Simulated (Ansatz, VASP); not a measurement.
## In: VASP beside Ansatz

```xyz
4
Lattice="3.3268 0.0000 0.0000 -1.6634 2.8811 0.0000 0.0000 0.0000 10.8838" Properties=species:S:1:pos:R:3 pbc="T T T"
In    0.0000    0.0000    0.0000
In    0.0000    1.9207    2.7210
In    0.0000    0.0000    5.4419
In    1.6634    0.9604    8.1629
```

Alike in both runs: functional PBE; dispersion D3(BJ); k mesh 12 × 12 × 4; occupations gaussian, width 0.1 eV; no spin polarisation.

Ansatz relaxed the structure, and its values are those at the end. VASP's run is a single point on that final structure, the one shown.

|  | VASP | Ansatz |
| --- | --- | --- |
| version | VASP 6.6.1 | Ansatz 0.2.0 |
| potentials or method | VASP PAW PBE potentials, release 64 (In_d), cutoff 520 eV | scalar-relativistic, plane waves, PAW |
| valence electrons in the cell | 52 | 52 |

```csv
,VASP,Ansatz,Ansatz less VASP
gap on the k mesh at the Fermi level (eV),none,none,-
pressure (GPa),0.0,0.0,+0.03
```

A gap of «none» marks a metal or a gap that the smearing closes.
